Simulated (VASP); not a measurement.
# KBr (Pm-3m) in VASP: single point with PBE

Aim: the single point of KBr with PBE.

Program: VASP 6.6.1. These are calculated values, not measurements. Logs are shortened: lines on timing, memory, paths and dates and some standing lists are left out, and cuts for length are marked.

## 1. The cell of the first run

Symmetry: Pm-3m, No. 221, cubic system. The conventional cell has a = 4.121 Å, b = 4.121 Å, c = 4.121 Å, α = 90.00°, β = 90.00°, γ = 90.00°. K (site symmetry m-3m) has 8 Br at 3.57 Å and 6 K at 4.12 Å within 4.7 Å. Br (site symmetry m-3m) has 8 K at 3.57 Å and 6 Br at 4.12 Å within 4.7 Å.

## 2. Single point, PBE (I replaced by Br, lengths x 0.967, strained)

The input, INCAR:

```
PREC = Accurate
ENCUT = 520
EDIFF = 1E-6
ISMEAR = 0
SIGMA = 0.02
LREAL = F
LASPH = T
NELM = 100
ALGO = Normal
ISIF = 2
LWAVE = F
LCHARG = T
GGA = PE
LELF = T
LVHAR = T
NBANDS = 15
```

The input, KPOINTS:

```
Automatic mesh
0
Gamma
  6 6 6
```

The input, POSCAR:

```
KBr
1.0
    4.1214011602      0.0000000000      0.0000000000
    0.0000000000      4.1214011602      0.0000000000
    0.0000000000      0.0000000000      4.1214011602
K Br
1 1
Direct
    0.0000000000      0.0000000000      0.0000000000
    0.5000000000      0.5000000000      0.5000000000
```

Potentials or basis: VASP PAW PBE potentials, release 64 (K_sv, Br).

Started as:

```sh
> cat potpaw_PBE.64/K_sv/POTCAR potpaw_PBE.64/Br/POTCAR > POTCAR
> mpirun -np 1 vasp_std > vasp.out
```

OUTCAR:

```text
PREC = Accurate
   ENCUT = 520
   EDIFF = 1E-6
   ISMEAR = 0
   LREAL = F
   LASPH = T
   NELM = 100
   ISIF = 2
   GGA = PE

 ion  position               nearest neighbor table
   1  0.000  0.000  0.000-
   2  0.500  0.500  0.500-

  LATTYP: Found a simple cubic cell.
 ALAT       =     4.1214011602

  Lattice vectors:

 A1 = (   4.1214011602,   0.0000000000,   0.0000000000)
 A2 = (   0.0000000000,   4.1214011602,   0.0000000000)
 A3 = (   0.0000000000,   0.0000000000,   4.1214011602)

Analysis of symmetry for initial positions (statically):
=====================================================================
 Subroutine PRICEL returns:
 Original cell was already a primitive cell.

 Routine SETGRP: Setting up the symmetry group for a
 simple cubic supercell.

 Subroutine GETGRP returns: Found 48 space group operations
 (whereof 48 operations were pure point group operations)
 out of a pool of 48 trial point group operations.

The static configuration has the point symmetry O_h .

Analysis of symmetry for dynamics (positions and initial velocities):
=====================================================================
 Subroutine PRICEL returns:
 Original cell was already a primitive cell.

 Routine SETGRP: Setting up the symmetry group for a
 simple cubic supercell.

 Subroutine GETGRP returns: Found 48 space group operations
 (whereof 48 operations were pure point group operations)
 out of a pool of 48 trial point group operations.

The dynamic configuration has the point symmetry O_h .

 Subroutine INISYM returns: Found 48 space group operations
 (whereof 48 operations are pure point group operations),
 and found     1 'primitive' translations

----------------------------------------------------------------------------------------

                                     Primitive cell

  volume of cell :      70.0059

  direct lattice vectors                    reciprocal lattice vectors
     4.121401160  0.000000000  0.000000000     0.242635929  0.000000000  0.000000000
     0.000000000  4.121401160  0.000000000     0.000000000  0.242635929  0.000000000
     0.000000000  0.000000000  4.121401160     0.000000000  0.000000000  0.242635929

  length of vectors
     4.121401160  4.121401160  4.121401160     0.242635929  0.242635929  0.242635929

  position of ions in fractional coordinates (direct lattice)
     0.000000000  0.000000000  0.000000000
     0.500000000  0.500000000  0.500000000

  ion indices of the primitive-cell ions
   primitive index   ion index
                 1           1
                 2           2

----------------------------------------------------------------------------------------

 KPOINTS: Automatic mesh

Automatic generation of k-mesh.
 Grid dimensions read from file:
 generate k-points for:    6    6    6

 Generating k-lattice:

  Cartesian coordinates                     Fractional coordinates (reciprocal lattice)
     0.040439322  0.000000000  0.000000000     0.166666667  0.000000000  0.000000000
     0.000000000  0.040439322  0.000000000     0.000000000  0.166666667  0.000000000
     0.000000000  0.000000000  0.040439322     0.000000000  0.000000000  0.166666667

  Length of vectors
     0.040439322  0.040439322  0.040439322

  Shift w.r.t. Gamma in fractional coordinates (k-lattice)
     0.000000000  0.000000000  0.000000000

 Subroutine IBZKPT returns following result:
 ===========================================

 Found     20 irreducible k-points:

 Following reciprocal coordinates:
            Coordinates               Weight
  0.000000  0.000000  0.000000      1.000000
  0.166667  0.000000  0.000000      6.000000
  0.333333  0.000000  0.000000      6.000000
  0.500000  0.000000  0.000000      3.000000
  0.166667  0.166667  0.000000     12.000000
  0.333333  0.166667  0.000000     24.000000
[... 12 lines left out ...]
  0.500000  0.500000  0.333333      6.000000
  0.500000  0.500000  0.500000      1.000000
   k-points           NKPTS =     20   k-points in BZ     NKDIM =     20   number of bands    NBANDS=     15
   number of dos      NEDOS =    301   number of ions     NIONS =      2
   total plane-waves  NPLWV =  32768
   dimension x,y,z NGX =    32 NGY =   32 NGZ =   32
   dimension x,y,z NGXF=    64 NGYF=   64 NGZF=   64
   ions per type =               1   1
   NGX,Y,Z   is equivalent  to a cutoff of  12.91, 12.91, 12.91 a.u.
   NGXF,Y,Z  is equivalent  to a cutoff of  25.82, 25.82, 25.82 a.u.
 SYSTEM =  unknown system
   PREC   = accura    normal or accurate (medium, high low for compatibility)
   ISTART =      0    job   : 0-new  1-cont  2-samecut
   ICHARG =      2    charge: 1-file 2-atom 10-const
   ISPIN  =      1    spin polarized calculation?
   LNONCOLLINEAR =      F non collinear calculations
   LSORBIT =      F    spin-orbit coupling
   LASPH  =      T    aspherical Exc in radial PAW
   ENCUT  =  520.0 eV  38.22 Ry    6.18 a.u.   7.66  7.66  7.66*2*pi/ulx,y,z
   NELM   =    100;   NELMIN=  2; NELMDL= -5     # of ELM steps
   EDIFF  = 0.1E-05   stopping-criterion for ELM
   LREAL  =      F    real-space projection
   EDIFFG = 0.1E-04   stopping-criterion for IOM
   NSW    =      0    number of steps for IOM
   IBRION =     -1    ionic relax: 0-MD 1-quasi-New 2-CG
   NFREE  =      0    steps in history (QN), initial steepest desc. (CG)
   ISIF   =      2    stress and relaxation
   ISYM   =      2    0-nonsym 1-usesym 2-fastsym
   POTIM  = 0.5000    time-step for ionic-motion
   TEBEG  =    0.0;   TEEND  =   0.0 temperature during run
   PSTRESS=    0.0 pullay stress
   NELECT =      16.0000    total number of electrons
   NUPDOWN=      -1.0000    fix difference up-down
   EMIN   =  10.00;   EMAX   =-10.00  energy-range for DOS
   EFERMI =   0.00;   METHOD = LEGACY
   ISMEAR =     0;   SIGMA  =   0.02  broadening in eV -4-tet -1-fermi 0-gaus
   EFERMI_NEDOS =   21; number of points for ismear=-14 and -15
   IALGO  =     38    algorithm
   IMIX   =      4    mixing-type and parameters
     AMIX     =   0.40;   BMIX     =  1.00
     AMIX_MAG =   1.60;   BMIX_MAG =  1.00
  volume/ion in A,a.u.               =      35.00       236.21
  Fermi-wavevector in a.u.,A,eV,Ry     =   1.000929  1.891482 13.631117  1.001859
  Thomas-Fermi vector in A             =   2.133318
   LORBIT       =      0    0 simple, 1 ext, 2 COOP (PROOUT), +10 PAW based schemes
   GGA     = PE    functional components
   LHFCALC =     F    Hartree Fock is set to
   AEXX    =    0.0000 exact exchange contribution
   IVDW    =     0    specifies the selected vdW correction
   LEPSILON=     F    determine dielectric tensor
   LRPA    =     F    only Hartree local field effects (RPA)
 non-spin polarized calculation
 Gauss-broadening in eV      SIGMA  =   0.02
  energy-cutoff  :      520.00
  volume of cell :       70.01
 maximum number of plane-waves:      1924
 NGX is ok and might be reduce to    32
   NGX = 15   NGY = 15   NGZ = 15

 number of electron      16.0000005 magnetization

 Free energy of the ion-electron system (eV)
  ---------------------------------------------------
  ext. energy  EPLUGINS =         0.00000000
  ---------------------------------------------------
  free energy    TOTEN  =        -6.06822453 eV

  energy without entropy =       -6.06822453  energy(sigma->0) =       -6.06822453

 E-fermi :  -0.9299     XC(G=0):  -7.5893

 val. band max:       -1.0282074633   @ k =   0.5000   0.5000   0.0000
 cond. band min:       2.6693256094   @ k =   0.0000   0.0000   0.0000
 fundamental gap:      3.6975330726
 Fermi energy:        -0.9299087157

 k-point     1 :       0.0000    0.0000    0.0000
  band No.  band energies     occupation
      1     -29.7881      2.00000
      2     -13.6942      2.00000
      3     -13.2161      2.00000
      4     -13.2161      2.00000
      5     -13.2161      2.00000
      6      -1.2694      2.00000
      7      -1.2694      2.00000
      8      -1.2694      2.00000
      9       2.6693      0.00000
     10       4.8823      0.00000
     11       4.8823      0.00000
     12       8.4953      0.00000
     13       8.4953      0.00000
     14       8.4953      0.00000
     15      11.0730      0.00000

 k-point     2 :       0.1667    0.0000    0.0000
  band No.  band energies     occupation
      1     -29.7862      2.00000
      2     -13.7498      2.00000
      3     -13.2124      2.00000
      4     -13.2124      2.00000
      5     -13.1562      2.00000
      6      -1.7592      2.00000
      7      -1.2605      2.00000
      8      -1.2605      2.00000
      9       3.2591      0.00000
     10       5.0830      0.00000
     11       5.3716      0.00000
     12       8.4140      0.00000
     13       8.4140      0.00000
     14       8.6007      0.00000
     15      10.1858      0.00000

 k-point     3 :       0.3333    0.0000    0.0000
  band No.  band energies     occupation
      1     -29.7823      2.00000
      2     -13.8423      2.00000
      3     -13.2048      2.00000
      4     -13.2048      2.00000
      5     -13.0528      2.00000
      6      -2.4988      2.00000
      7      -1.2428      2.00000
      8      -1.2428      2.00000
      9       4.4109      0.00000
     10       5.6374      0.00000
     11       6.2395      0.00000
     12       8.3663      0.00000
     13       8.3663      0.00000
     14       8.7097      0.00000
     15       8.8416      0.00000

 k-point     4 :       0.5000    0.0000    0.0000
  band No.  band energies     occupation
      1     -29.7804      2.00000
      2     -13.8832      2.00000
      3     -13.2010      2.00000
      4     -13.2010      2.00000
      5     -13.0053      2.00000
      6      -2.8034      2.00000
      7      -1.2341      2.00000
      8      -1.2341      2.00000
      9       5.2465      0.00000
     10       6.1253      0.00000
     11       6.3172      0.00000
     12       7.8677      0.00000
     13       8.4449      0.00000
     14       8.4449      0.00000
     15       8.9828      0.00000
[... 235 lines left out ...]
 k-point    18 :       0.5000    0.3333    0.3333
  band No.  band energies     occupation
      1     -29.7696      2.00000
      2     -13.5002      2.00000
      3     -13.2857      2.00000
      4     -13.2804      2.00000
      5     -13.2525      2.00000
      6      -2.3369      2.00000
      7      -2.0727      2.00000
      8      -2.0174      2.00000
      9       5.5365      0.00000
     10       6.1232      0.00000
     11       6.5308      0.00000
     12       7.4226      0.00000
     13       7.9556      0.00000
     14       8.1571      0.00000
     15       9.8290      0.00000

 k-point    19 :       0.5000    0.5000    0.3333
  band No.  band energies     occupation
      1     -29.7679      2.00000
      2     -13.4114      2.00000
      3     -13.3128      2.00000
      4     -13.3128      2.00000
      5     -13.2777      2.00000
      6      -2.3039      2.00000
      7      -2.3039      2.00000
      8      -2.0363      2.00000
      9       5.5211      0.00000
     10       6.4012      0.00000
     11       6.4012      0.00000
     12       7.4741      0.00000
     13       8.2925      0.00000
     14       8.2925      0.00000
     15       9.8452      0.00000

 k-point    20 :       0.5000    0.5000    0.5000
  band No.  band energies     occupation
      1     -29.7661      2.00000
      2     -13.3851      2.00000
      3     -13.3067      2.00000
      4     -13.3067      2.00000
      5     -13.3067      2.00000
      6      -2.3051      2.00000
      7      -2.3051      2.00000
      8      -2.3051      2.00000
      9       6.2499      0.00000
     10       6.2499      0.00000
     11       6.2499      0.00000
     12       8.1196      0.00000
     13       8.1196      0.00000
     14       8.1196      0.00000
     15       9.8687      0.00000

------------------------ aborting loop because EDIFF is reached ----------------------------------------

  FORCE on cell =-STRESS in cart. coord.  units (eV):
  Direction    XX          YY          ZZ          XY          YZ          ZX
  --------------------------------------------------------------------------------------
  -------------------------------------------------------------------------------------
  Total       -0.3649479     -0.3649479     -0.3649479     -0.0000000      0.0000000     -0.0000000
  in kB       -8.3523139     -8.3523139     -8.3523139     -0.0000000      0.0000000     -0.0000000
  external PRESSURE =      -8.3523139 kB  Pullay stress =       0.0000000 kB

 VOLUME and BASIS-vectors are now :
 -----------------------------------------------------------------------------
  energy-cutoff  :      520.00
  volume of cell :       70.01
      direct lattice vectors                 reciprocal lattice vectors
     4.121401160  0.000000000  0.000000000     0.242635929  0.000000000  0.000000000
     0.000000000  4.121401160  0.000000000     0.000000000  0.242635929  0.000000000
     0.000000000  0.000000000  4.121401160     0.000000000  0.000000000  0.242635929

 POSITION                                       TOTAL-FORCE (eV/Angst)
 -----------------------------------------------------------------------------------
      0.00000      0.00000      0.00000         0.000000      0.000000      0.000000
      2.06070      2.06070      2.06070         0.000000      0.000000      0.000000
 -----------------------------------------------------------------------------------
    total drift:                                0.000000      0.000000     -0.000000

  FREE ENERGIE OF THE ION-ELECTRON SYSTEM (eV)
  ---------------------------------------------------
  free  energy   TOTEN  =        -6.0682245315 eV

  energy  without entropy=       -6.0682245315  energy(sigma->0) =       -6.06822453
```

Run time: 11 s. Hardware: 1 thread of Intel Xeon Platinum 8375C at 2.90GHz (Ice Lake), shared host; peak memory 0.18 GiB.

Results:

```
Free energy            : -6.0682 eV
Pressure               : -0.8 GPa
Band gap on the k mesh : 3.70 eV, indirect (least direct gap 3.94 eV)
```

Levels at points of the mesh, in eV from the valence-band top:
| k point | band 4 | band 5 | band 6 | band 7 | band 8 | band 9 | band 10 | band 11 | band 12 | band 13 |
| --- | --- | --- | --- | --- | --- | --- | --- | --- | --- | --- |
| (0.00, 0.00, 0.00) | -12.19 | -12.19 | -0.24 | -0.24 | -0.24 | 3.70 | 5.91 | 5.91 | 9.52 | 9.52 |
| (0.50, 0.00, 0.00) | -12.17 | -11.98 | -1.78 | -0.21 | -0.21 | 6.27 | 7.15 | 7.35 | 8.90 | 9.47 |
| (0.50, 0.50, 0.00) | -12.30 | -12.16 | -1.27 | -1.27 | 0.00 | 5.20 | 6.45 | 8.01 | 8.01 | 9.88 |
| (0.50, 0.50, 0.50) | -12.28 | -12.28 | -1.28 | -1.28 | -1.28 | 7.28 | 7.28 | 7.28 | 9.15 | 9.15 |

Caveat: the cell differs from its parent crystal (I replaced by Br, lengths x 0.967, strained). A k mesh can miss the band edges.
